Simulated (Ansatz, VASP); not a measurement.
## NaCl: VASP beside Ansatz

POSCAR

```
NaCl
1.0
    0.0000000000      2.8026988254      2.8026988254
    2.8026988254      0.0000000000      2.8026988254
    2.8026988254      2.8026988254      0.0000000000
Na Cl
1 1
Direct
    0.0000000000      0.0000000000      0.0000000000
    0.5000000000      0.5000000000      0.5000000000
```

The input INCAR.step1:

```
SYSTEM = NaCl
PREC = Accurate
ENCUT = 520
EDIFF = 1E-5
ISMEAR = 0
SIGMA = 0.01
LREAL = .False.
LASPH = .True.
NELM = 60
ALGO = Normal
ISIF = 2
LWAVE = .True.
LCHARG = .False.
GGA = PE
NBANDS = 14
```

INCAR.step2

```
SYSTEM = NaCl
PREC = Accurate
ENCUT = 520
EDIFF = 1E-6
ISMEAR = 0
SIGMA = 0.01
LREAL = .False.
LASPH = .True.
NELM = 60
ALGO = Normal
ISIF = 2
LWAVE = .False.
LCHARG = .False.
GGA = PE
LHFCALC = .True.
HFSCREEN = 0.2079
PRECFOCK = Normal
ISTART = 1
NBANDS = 14
```

Contents of KPOINTS:

```
regular mesh
0
Gamma
  6 6 6
  0 0 0
```

Input for Ansatz:

```yaml
crystal:
  lattice:
    - [0.0, 2.8026988254, 2.8026988254]
    - [2.8026988254, 0.0, 2.8026988254]
    - [2.8026988254, 2.8026988254, 0.0]
  atoms:
    - { symbol: Na, position: [0.0, 0.0, 0.0] }
    - { symbol: Cl, position: [0.5, 0.5, 0.5] }
kpoints:
  mp_grid: { grid: [6, 6, 6] }
  band_path:
    path:
      - [0.0, 0.0, 0.0]
      - [0.5, 0.0, 0.5]
      - [0.625, 0.25, 0.625]
      - [0.375, 0.375, 0.75]
      - [0.5, 0.5, 0.5]
      - [0.5, 0.25, 0.75]
    npoints: 1
hamiltonian:
  xc: hse06
scf:
  occupations: { method: fixed }
  n_extra_bands: 4
output:
  forces: true
  stress: true
  eigenvalues: true
```

Alike in both runs: task single point; functional HSE06; k mesh 6 × 6 × 6; no spin polarisation.

|  | VASP | Ansatz |
| --- | --- | --- |
| version | VASP 6.6.1 | Ansatz 0.2.0 |
| potentials or method | VASP PAW PBE potentials, release 64 (Na_pv, Cl) | plane waves, PAW |
| plane-wave cutoff (eV) | 520 | 420 |
| occupations | gaussian, width 0.01 eV | fixed |
| valence electrons in the cell | 14 | 16 |

Ansatz gave:

| Item | Value |
| --- | --- |
| gap on the k mesh at the Fermi level (eV) | 6.56 |
| pressure (GPa) | 0.7 |

Task: What did VASP give for the same quantities?

Result: gap on the k mesh at the Fermi level (eV): 6.55; pressure (GPa): 0.7.

VASP's potentials hold 14 valence electrons a cell and Ansatz's 16, so a difference there can come from the potentials and not from the codes. Ansatz's warnings: stress exchange threshold loose, stress scf threshold loose.
